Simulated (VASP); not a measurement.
# NaCl (Pm-3m) in VASP: notebook

The runs below take NaCl through single point, with PBE+U, PBEsol+U.

All numbers are computed with VASP 6.6.1; they aren't measurements. Logs are shortened: lines on timing, memory, paths and dates and some standing lists are left out, and cuts for length are marked.

## (1) The cell of the first run

The structure is cubic, space group Pm-3m (No. 221). Conventional cell: a = 3.502 Å, b = 3.502 Å, c = 3.502 Å, α = 90.00°, β = 90.00°, γ = 90.00°. Na (site symmetry m-3m) has 8 Cl at 3.03 Å and 6 Na at 3.50 Å within 4.0 Å. Within 4.0 Å of Cl (site symmetry m-3m) lie 8 Na at 3.03 Å and 6 Cl at 3.50 Å.

## (2) Single point, PBE+U

Contents of INCAR:

```
SYSTEM = NaCl
  PREC = Accurate
  ENCUT = 500
  EDIFF = 1E-6
  ISMEAR = 0
  SIGMA = 0.1
  LREAL = .FALSE.
  LASPH = .TRUE.
  NELM = 200
  ALGO = Normal
  ISIF = 2
  LWAVE = .FALSE.
  LCHARG = .FALSE.
  LDAU = .TRUE.
  LDAUTYPE = 2
  LDAUL = -1 1
  LDAUU = 0 1.9
  LDAUJ = 0 0
  LDAUPRINT = 1
  GGA = PE
  NBANDS = 14
  GGA_COMPAT = .FALSE.
```

Contents of KPOINTS:

```
regular mesh
0
G
  4 4 4
  0 0 0
```

Contents of POSCAR:

```
NaCl
1.0
    3.5021900000      0.0000000000      0.0000000000
    0.0000000000      3.5021900000      0.0000000000
    0.0000000000      0.0000000000      3.5021900000
Na Cl
1 1
Direct
    0.0000000000      0.0000000000      0.0000000000
    0.5000000000      0.5000000000      0.5000000000
```

Potentials or basis: VASP PAW PBE potentials, release 64 (Na_pv, Cl).

On the command line:

```bash
> cat potpaw_PBE.64/Na_pv/POTCAR potpaw_PBE.64/Cl/POTCAR > POTCAR
> mpirun -np 1 vasp_std > vasp.out
```

OUTCAR:

```text
SYSTEM = NaCl
   PREC = Accurate
   ENCUT = 500
   EDIFF = 1E-6
   ISMEAR = 0
   LREAL = .FALSE.
   LASPH = .TRUE.
   NELM = 200
   ISIF = 2
   GGA = PE

 ion  position               nearest neighbor table
   1  0.000  0.000  0.000-
   2  0.500  0.500  0.500-

  LATTYP: Found a simple cubic cell.
 ALAT       =     3.5021900000

  Lattice vectors:

 A1 = (   3.5021900000,   0.0000000000,   0.0000000000)
 A2 = (   0.0000000000,   3.5021900000,   0.0000000000)
 A3 = (   0.0000000000,   0.0000000000,   3.5021900000)

Analysis of symmetry for initial positions (statically):
=====================================================================
 Subroutine PRICEL returns:
 Original cell was already a primitive cell.

 Routine SETGRP: Setting up the symmetry group for a
 simple cubic supercell.

 Subroutine GETGRP returns: Found 48 space group operations
 (whereof 48 operations were pure point group operations)
 out of a pool of 48 trial point group operations.

The static configuration has the point symmetry O_h .

Analysis of symmetry for dynamics (positions and initial velocities):
=====================================================================
 Subroutine PRICEL returns:
 Original cell was already a primitive cell.

 Routine SETGRP: Setting up the symmetry group for a
 simple cubic supercell.

 Subroutine GETGRP returns: Found 48 space group operations
 (whereof 48 operations were pure point group operations)
 out of a pool of 48 trial point group operations.

The dynamic configuration has the point symmetry O_h .

 Subroutine INISYM returns: Found 48 space group operations
 (whereof 48 operations are pure point group operations),
 and found     1 'primitive' translations

----------------------------------------------------------------------------------------

                                     Primitive cell

  volume of cell :      42.9555

  direct lattice vectors                    reciprocal lattice vectors
     3.502190000  0.000000000  0.000000000     0.285535622  0.000000000  0.000000000
     0.000000000  3.502190000  0.000000000     0.000000000  0.285535622  0.000000000
     0.000000000  0.000000000  3.502190000     0.000000000  0.000000000  0.285535622

  length of vectors
     3.502190000  3.502190000  3.502190000     0.285535622  0.285535622  0.285535622

  position of ions in fractional coordinates (direct lattice)
     0.000000000  0.000000000  0.000000000
     0.500000000  0.500000000  0.500000000

[... 75 lines left out ...]
   EFERMI =   0.00;   METHOD = LEGACY
   ISMEAR =     0;   SIGMA  =   0.10  broadening in eV -4-tet -1-fermi 0-gaus
   EFERMI_NEDOS =   21; number of points for ismear=-14 and -15
   IALGO  =     38    algorithm
   IMIX   =      4    mixing-type and parameters
     AMIX     =   0.40;   BMIX     =  1.00
     AMIX_MAG =   1.60;   BMIX_MAG =  1.00
  volume/ion in A,a.u.               =      21.48       144.94
  Fermi-wavevector in a.u.,A,eV,Ry     =   1.126621  2.129005 17.269530  1.269275
  Thomas-Fermi vector in A             =   2.263304
   LORBIT       =      0    0 simple, 1 ext, 2 COOP (PROOUT), +10 PAW based schemes
 LDA+U is selected, type is set to LDAUTYPE =  2
   angular momentum for each species LDAUL =    -1    1
   U (eV)           for each species LDAUU =   0.0  1.9
   J (eV)           for each species LDAUJ =   0.0  0.0
   GGA     = PE    functional components
   LHFCALC =     F    Hartree Fock is set to
   AEXX    =    0.0000 exact exchange contribution
   IVDW    =     0    specifies the selected vdW correction
   LEPSILON=     F    determine dielectric tensor
   LRPA    =     F    only Hartree local field effects (RPA)
 non-spin polarized calculation
 Gauss-broadening in eV      SIGMA  =   0.10
  energy-cutoff  :      500.00
  volume of cell :       42.96
 maximum number of plane-waves:      1108
 NGX is ok and might be reduce to    28
   NGX = 13   NGY = 13   NGZ = 13

 number of electron      13.9999982 magnetization

 Free energy of the ion-electron system (eV)
  ---------------------------------------------------
  ext. energy  EPLUGINS =         0.00000000
  ---------------------------------------------------
  free energy    TOTEN  =        -5.09931433 eV

  energy without entropy =       -5.09931433  energy(sigma->0) =       -5.09931433

 E-fermi :   0.8374     XC(G=0):  -8.4165

 val. band max:        0.3500314480   @ k =   0.5000   0.5000   0.0000
 cond. band min:       4.4196545110   @ k =   0.0000   0.0000   0.0000
 fundamental gap:      4.0696230630
 Fermi energy:         0.8374188812

 k-point     1 :       0.0000    0.0000    0.0000
  band No.  band energies     occupation
      1     -21.6842      2.00000
      2     -21.6842      2.00000
      3     -21.6842      2.00000
      4     -12.8708      2.00000
      5      -0.1347      2.00000
      6      -0.1347      2.00000
      7      -0.1347      2.00000
      8       4.4197      0.00000
      9       9.0282      0.00000
     10       9.0282      0.00000
     11      16.0986      0.00000
     12      16.0986      0.00000
     13      16.0991      0.00000
     14      16.3766      0.00000
[... 139 lines left out ...]
      1     -21.7106      2.00000
      2     -21.7106      2.00000
      3     -21.7106      2.00000
      4     -11.9690      2.00000
      5      -1.4766      2.00000
      6      -1.4766      2.00000
      7      -1.4766      2.00000
      8       7.5592      0.00000
      9       7.5592      0.00000
     10       7.5592      0.00000
     11      12.0630      0.00000
     12      16.2849      0.00000
     13      16.2849      0.00000
     14      16.2849      0.00000

------------------------ aborting loop because EDIFF is reached ----------------------------------------

  FORCE on cell =-STRESS in cart. coord.  units (eV):
  Direction    XX          YY          ZZ          XY          YZ          ZX
  --------------------------------------------------------------------------------------
  -------------------------------------------------------------------------------------
  Total       -0.0078586     -0.0078586     -0.0078586      0.0000000     -0.0000000      0.0000000
  in kB       -0.2931128     -0.2931128     -0.2931128      0.0000000     -0.0000000      0.0000000
  external PRESSURE =      -0.2931128 kB  Pullay stress =       0.0000000 kB

 VOLUME and BASIS-vectors are now :
 -----------------------------------------------------------------------------
  energy-cutoff  :      500.00
  volume of cell :       42.96
      direct lattice vectors                 reciprocal lattice vectors
     3.502190000  0.000000000  0.000000000     0.285535622  0.000000000  0.000000000
     0.000000000  3.502190000  0.000000000     0.000000000  0.285535622  0.000000000
     0.000000000  0.000000000  3.502190000     0.000000000  0.000000000  0.285535622

 POSITION                                       TOTAL-FORCE (eV/Angst)
 -----------------------------------------------------------------------------------
      0.00000      0.00000      0.00000         0.000000      0.000000      0.000000
      1.75110      1.75110      1.75110         0.000000      0.000000      0.000000
 -----------------------------------------------------------------------------------
    total drift:                               -0.000000      0.000000      0.000000

  FREE ENERGIE OF THE ION-ELECTRON SYSTEM (eV)
  ---------------------------------------------------
  free  energy   TOTEN  =        -5.0993143300 eV

  energy  without entropy=       -5.0993143300  energy(sigma->0) =       -5.09931433
```

stdout:

```text
POSCAR found type information on POSCAR NaCl
 POSCAR found :  2 types and       2 ions
 scaLAPACK will be used
 LDA part: xc-table for (Slater+PW92), standard interpolation
 POSCAR, INCAR and KPOINTS ok, starting setup
 FFT: planning ... GRIDC
 FFT: planning ... GRID_SOFT
 FFT: planning ... GRID
 WAVECAR not read
 entering main loop
```

It took 6.2 s on 1 thread of AMD EPYC 7R43 (Zen 3), shared host; peak memory 0.11 GiB.

Results:

```yaml
Free_energy: -5.0993 eV
Pressure: 0.0 GPa
Band_gap_on_the_k_mesh: 4.07 eV (least direct gap 4.55 eV)
```

Caveat: the k points lie up to 0.45 Å⁻¹ apart.

## (3) Single point, PBEsol+U

Contents of INCAR:

```
SYSTEM = NaCl
PREC = Accurate
ENCUT = 500
EDIFF = 1E-6
ISMEAR = 0
SIGMA = 0.1
LREAL = .FALSE.
LASPH = .TRUE.
NELM = 200
ALGO = Normal
ISIF = 2
LWAVE = .FALSE.
LCHARG = .FALSE.
LDAU = .TRUE.
LDAUTYPE = 2
LDAUL = -1 1
LDAUU = 0 8.9
LDAUJ = 0 0
LDAUPRINT = 1
GGA = PS
NBANDS = 14
GGA_COMPAT = .FALSE.
```

Contents of KPOINTS:

```
Automatic mesh
0
G
  4 4 4
  0 0 0
```

POSCAR is that of step 2.

Potentials or basis: VASP PAW PBE potentials, release 64 (Na_pv, Cl).

On the command line:

```bash
> cat potpaw_PBE.64/Na_pv/POTCAR potpaw_PBE.64/Cl/POTCAR > POTCAR
> mpirun -np 1 vasp_std > vasp.out
```

Run time: 5.8 s. Hardware: 1 thread of AMD EPYC 7R43 (Zen 3), shared host; peak memory 0.11 GiB.

It converged, with:

| Item | Value |
| --- | --- |
| Free energy | -0.3701 eV |
| Pressure | -2.0 GPa |
| Band gap on the k mesh | 4.38 eV (least direct gap 4.84 eV) |

Levels at points of the mesh, in eV from the valence-band top:
| k point | band 4 | band 5 | band 6 | band 7 | band 8 | band 9 | band 10 | band 11 |
| --- | --- | --- | --- | --- | --- | --- | --- | --- |
| (0.00, 0.00, 0.00) | -12.52 | -0.47 | -0.47 | -0.47 | 4.38 | 8.98 | 8.98 | 15.96 |
| (0.50, 0.00, 0.00) | -12.14 | -2.82 | -0.24 | -0.24 | 7.30 | 8.74 | 10.99 | 12.33 |
| (0.50, 0.50, 0.00) | -11.86 | -2.17 | -2.17 | 0.00 | 5.92 | 10.33 | 11.19 | 11.19 |
| (0.50, 0.50, 0.50) | -11.57 | -1.78 | -1.78 | -1.78 | 7.48 | 7.48 | 7.48 | 12.08 |

Caveat: the k points lie up to 0.45 Å⁻¹ apart; the PAW data sets were made with another functional, which shifts forces and pressure a little. A k mesh can miss the band edges.
